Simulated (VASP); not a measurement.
# C (Fd-3m) in VASP: single point with PBE

Aim: the single point of C with PBE.

Everything below comes from runs of VASP 6.6.1. Logs are shortened: lines on timing, memory, paths and dates and some standing lists are left out, and cuts for length are marked.

**1. The cell of the first run**

Symmetry: Fd-3m, No. 227, cubic system. The conventional cell has a = 3.572 Å, b = 3.572 Å, c = 3.572 Å, α = 90.00°, β = 90.00°, γ = 90.00°. Within 2.1 Å of C (site symmetry -43m) lie 4 C at 1.55 Å.

**2. Single point, PBE**

Input file INCAR:

```
SYSTEM = C
  ALGO = Normal
  EDIFF = 1E-6
  ENCUT = 600
  GGA = PE
  GGA_COMPAT = .FALSE.
  ISIF = 2
  ISMEAR = 0
  LASPH = .TRUE.
  LCHARG = .FALSE.
  LREAL = .FALSE.
  LWAVE = .FALSE.
  NBANDS = 11
  NELM = 120
  PREC = Accurate
  SIGMA = 0.02
```

Input file KPOINTS:

```
k-points
0
G
  12 12 12
  0 0 0
```

Input file POSCAR:

```
C
1.0
    0.0000000000      1.7857921262      1.7857921262
    1.7857921262      0.0000000000      1.7857921262
    1.7857921262      1.7857921262      0.0000000000
C
2
Direct
    0.0000000000      0.0000000000      0.0000000000
    0.2500000000      0.2500000000      0.2500000000
```

Potentials or basis: VASP PAW PBE potentials, release 64 (C).

Command:

```
> cat potpaw_PBE.64/C/POTCAR > POTCAR
> mpirun -np 1 vasp_std > vasp.out
```

OUTCAR:

```text
SYSTEM = C
   EDIFF = 1E-6
   ENCUT = 600
   GGA = PE
   ISIF = 2
   ISMEAR = 0
   LASPH = .TRUE.
   LREAL = .FALSE.
   NELM = 120
   PREC = Accurate

 ion  position               nearest neighbor table
   1  0.000  0.000  0.000-   2 1.55   2 1.55   2 1.55   2 1.55
   2  0.250  0.250  0.250-   1 1.55   1 1.55   1 1.55   1 1.55

  LATTYP: Found a face centered cubic cell.
 ALAT       =     3.5715842524

  Lattice vectors:

 A1 = (   0.0000000000,   1.7857921262,   1.7857921262)
 A2 = (   1.7857921262,   0.0000000000,   1.7857921262)
 A3 = (   1.7857921262,   1.7857921262,   0.0000000000)

Analysis of symmetry for initial positions (statically):
=====================================================================
 Subroutine PRICEL returns:
 Original cell was already a primitive cell.

 Routine SETGRP: Setting up the symmetry group for a
 face centered cubic supercell.

 Subroutine GETGRP returns: Found 48 space group operations
 (whereof 24 operations were pure point group operations)
 out of a pool of 48 trial point group operations.

The static configuration has the point symmetry T_d .
 The point group associated with its full space group is O_h .

Analysis of symmetry for dynamics (positions and initial velocities):
=====================================================================
 Subroutine PRICEL returns:
 Original cell was already a primitive cell.

 Routine SETGRP: Setting up the symmetry group for a
 face centered cubic supercell.

 Subroutine GETGRP returns: Found 48 space group operations
 (whereof 24 operations were pure point group operations)
 out of a pool of 48 trial point group operations.

The dynamic configuration has the point symmetry T_d .
 The point group associated with its full space group is O_h .

 Subroutine INISYM returns: Found 48 space group operations
 (whereof 24 operations are pure point group operations),
 and found     1 'primitive' translations

----------------------------------------------------------------------------------------

                                     Primitive cell

  volume of cell :      11.3900

  direct lattice vectors                    reciprocal lattice vectors
     0.000000000  1.785792126  1.785792126    -0.279987795  0.279987795  0.279987795
     1.785792126  0.000000000  1.785792126     0.279987795 -0.279987795  0.279987795
     1.785792126  1.785792126  0.000000000     0.279987795  0.279987795 -0.279987795

  length of vectors
     2.525491444  2.525491444  2.525491444     0.484953087  0.484953087  0.484953087

  position of ions in fractional coordinates (direct lattice)
     0.000000000  0.000000000  0.000000000
     0.250000000  0.250000000  0.250000000

  ion indices of the primitive-cell ions
   primitive index   ion index
                 1           1
                 2           2

----------------------------------------------------------------------------------------

 KPOINTS: k-points

Automatic generation of k-mesh.
 Grid dimensions read from file:
 generate k-points for:   12   12   12

 Generating k-lattice:

  Cartesian coordinates                     Fractional coordinates (reciprocal lattice)
    -0.023332316  0.023332316  0.023332316     0.083333333  0.000000000  0.000000000
     0.023332316 -0.023332316  0.023332316     0.000000000  0.083333333  0.000000000
     0.023332316  0.023332316 -0.023332316     0.000000000  0.000000000  0.083333333

  Length of vectors
     0.040412757  0.040412757  0.040412757

  Shift w.r.t. Gamma in fractional coordinates (k-lattice)
     0.000000000  0.000000000  0.000000000

 Subroutine IBZKPT returns following result:
 ===========================================

 Found     72 irreducible k-points:

 Following reciprocal coordinates:
            Coordinates               Weight
  0.000000  0.000000  0.000000      1.000000
  0.083333  0.000000  0.000000      8.000000
  0.166667  0.000000  0.000000      8.000000
  0.250000  0.000000  0.000000      8.000000
  0.333333  0.000000  0.000000      8.000000
  0.416667  0.000000  0.000000      8.000000
[... 16 lines left out ...]
  0.500000  0.166667  0.000000     24.000000
 -0.416667  0.166667  0.000000     24.000000
 [... further k-points ...]
   k-points           NKPTS =     72   k-points in BZ     NKDIM =     72   number of bands    NBANDS=     11
   number of dos      NEDOS =    301   number of ions     NIONS =      2
   total plane-waves  NPLWV =   8000
   dimension x,y,z NGX =    20 NGY =   20 NGZ =   20
   dimension x,y,z NGXF=    40 NGYF=   40 NGZF=   40
   ions per type =               2
   NGX,Y,Z   is equivalent  to a cutoff of  13.17, 13.17, 13.17 a.u.
   NGXF,Y,Z  is equivalent  to a cutoff of  26.33, 26.33, 26.33 a.u.
 SYSTEM =  C
   PREC   = accura    normal or accurate (medium, high low for compatibility)
   ISTART =      0    job   : 0-new  1-cont  2-samecut
   ICHARG =      2    charge: 1-file 2-atom 10-const
   ISPIN  =      1    spin polarized calculation?
   LNONCOLLINEAR =      F non collinear calculations
   LSORBIT =      F    spin-orbit coupling
   LASPH  =      T    aspherical Exc in radial PAW
   ENCUT  =  600.0 eV  44.10 Ry    6.64 a.u.   5.04  5.04  5.04*2*pi/ulx,y,z
   NELM   =    120;   NELMIN=  2; NELMDL= -5     # of ELM steps
   EDIFF  = 0.1E-05   stopping-criterion for ELM
   LREAL  =      F    real-space projection
   EDIFFG = 0.1E-04   stopping-criterion for IOM
   NSW    =      0    number of steps for IOM
   IBRION =     -1    ionic relax: 0-MD 1-quasi-New 2-CG
   NFREE  =      0    steps in history (QN), initial steepest desc. (CG)
   ISIF   =      2    stress and relaxation
   ISYM   =      2    0-nonsym 1-usesym 2-fastsym
   POTIM  = 0.5000    time-step for ionic-motion
   TEBEG  =    0.0;   TEEND  =   0.0 temperature during run
   PSTRESS=    0.0 pullay stress
   NELECT =       8.0000    total number of electrons
   NUPDOWN=      -1.0000    fix difference up-down
   EMIN   =  10.00;   EMAX   =-10.00  energy-range for DOS
   EFERMI =   0.00;   METHOD = LEGACY
   ISMEAR =     0;   SIGMA  =   0.02  broadening in eV -4-tet -1-fermi 0-gaus
   EFERMI_NEDOS =   21; number of points for ismear=-14 and -15
   IALGO  =     38    algorithm
   IMIX   =      4    mixing-type and parameters
     AMIX     =   0.40;   BMIX     =  1.00
     AMIX_MAG =   1.60;   BMIX_MAG =  1.00
  volume/ion in A,a.u.               =       5.69        38.43
  Fermi-wavevector in a.u.,A,eV,Ry     =   1.455226  2.749979 28.812842  2.117684
  Thomas-Fermi vector in A             =   2.572286
   LORBIT       =      0    0 simple, 1 ext, 2 COOP (PROOUT), +10 PAW based schemes
   GGA     = PE    functional components
   LHFCALC =     F    Hartree Fock is set to
   AEXX    =    0.0000 exact exchange contribution
   IVDW    =     0    specifies the selected vdW correction
   LEPSILON=     F    determine dielectric tensor
   LRPA    =     F    only Hartree local field effects (RPA)
 non-spin polarized calculation
 Gauss-broadening in eV      SIGMA  =   0.02
  energy-cutoff  :      600.00
  volume of cell :       11.39
 maximum number of plane-waves:       392
   NGX =  9   NGY =  9   NGZ =  9

 number of electron       7.9999999 magnetization

 Free energy of the ion-electron system (eV)
  ---------------------------------------------------
  ext. energy  EPLUGINS =         0.00000000
  ---------------------------------------------------
  free energy    TOTEN  =       -18.19049245 eV

  energy without entropy =      -18.19049245  energy(sigma->0) =      -18.19049245

 E-fermi :   9.7729     XC(G=0): -13.2303

 val. band max:        9.6696975407   @ k =   0.0000   0.0000   0.0000
 cond. band min:      13.8139354436   @ k =   0.3333   0.3333   0.0000
 fundamental gap:      4.1442379029
 Fermi energy:         9.7728968844

 k-point     1 :       0.0000    0.0000    0.0000
  band No.  band energies     occupation
      1     -11.7521      2.00000
      2       9.6697      2.00000
      3       9.6697      2.00000
      4       9.6697      2.00000
      5      15.2487      0.00000
      6      15.2487      0.00000
      7      15.2487      0.00000
      8      22.9078      0.00000
      9      28.9127      0.00000
     10      36.1612      0.00000
     11      36.1612      0.00000

 k-point     2 :       0.0833    0.0000    0.0000
  band No.  band energies     occupation
      1     -11.5605      2.00000
      2       8.4475      2.00000
      3       9.3484      2.00000
      4       9.3484      2.00000
      5      15.6696      0.00000
      6      15.6696      0.00000
      7      15.9584      0.00000
      8      23.0753      0.00000
      9      29.2322      0.00000
     10      34.0433      0.00000
     11      34.0433      0.00000

 k-point     3 :       0.1667    0.0000    0.0000
  band No.  band energies     occupation
      1     -10.9876      2.00000
      2       5.9249      2.00000
      3       8.6508      2.00000
      4       8.6508      2.00000
      5      16.5847      0.00000
      6      16.5847      0.00000
      7      17.0372      0.00000
      8      23.5588      0.00000
      9      29.9007      0.00000
     10      32.4520      0.00000
     11      32.4520      0.00000
[... 267 lines left out ...]
 k-point    23 :       0.5000    0.1667    0.0000
  band No.  band energies     occupation
      1      -6.0193      2.00000
      2      -2.3063      2.00000
      3       4.6971      2.00000
      4       5.7194      2.00000
      5      16.7527      0.00000
      6      20.3615      0.00000
      7      20.8437      0.00000
      8      23.9145      0.00000
      9      29.7582      0.00000
     10      33.4065      0.00000
     11      36.2032      0.00000

 k-point    24 :      -0.4167    0.1667    0.0000
  band No.  band energies     occupation
      1      -5.5928      2.00000
      2      -2.8187      2.00000
      3       4.2127      2.00000
      4       6.0961      2.00000
      5      17.1886      0.00000
      6      19.8734      0.00000
      7      20.8216      0.00000
      8      25.0589      0.00000
      9      29.0679      0.00000
     10      33.8107      0.00000
     11      34.1588      0.00000

 [... further k-points ...]

------------------------ aborting loop because EDIFF is reached ----------------------------------------

  FORCE on cell =-STRESS in cart. coord.  units (eV):
  Direction    XX          YY          ZZ          XY          YZ          ZX
  --------------------------------------------------------------------------------------
  -------------------------------------------------------------------------------------
  Total       -0.0005256     -0.0005256     -0.0005256      0.0000000      0.0000000     -0.0000000
  in kB       -0.0739300     -0.0739300     -0.0739300      0.0000000      0.0000000     -0.0000000
  external PRESSURE =      -0.0739300 kB  Pullay stress =       0.0000000 kB

 VOLUME and BASIS-vectors are now :
 -----------------------------------------------------------------------------
  energy-cutoff  :      600.00
  volume of cell :       11.39
      direct lattice vectors                 reciprocal lattice vectors
     0.000000000  1.785792126  1.785792126    -0.279987795  0.279987795  0.279987795
     1.785792126  0.000000000  1.785792126     0.279987795 -0.279987795  0.279987795
     1.785792126  1.785792126  0.000000000     0.279987795  0.279987795 -0.279987795

 POSITION                                       TOTAL-FORCE (eV/Angst)
 -----------------------------------------------------------------------------------
      0.00000      0.00000      0.00000        -0.000000      0.000000      0.000000
      0.89290      0.89290      0.89290         0.000000     -0.000000     -0.000000
 -----------------------------------------------------------------------------------
    total drift:                                0.000000      0.000000      0.000000

  FREE ENERGIE OF THE ION-ELECTRON SYSTEM (eV)
  ---------------------------------------------------
  free  energy   TOTEN  =       -18.1904924483 eV

  energy  without entropy=      -18.1904924483  energy(sigma->0) =      -18.19049245
```

Run time: 6.4 s. Hardware: 1 thread of Intel Xeon Platinum 8488C (Sapphire Rapids), shared host; peak memory 0.12 GiB.

What came out:

```
Free energy            : -18.1905 eV
Pressure               : 0.0 GPa
Band gap on the k mesh : 4.14 eV (least direct gap 5.58 eV)
```

A k mesh can miss the band edges.
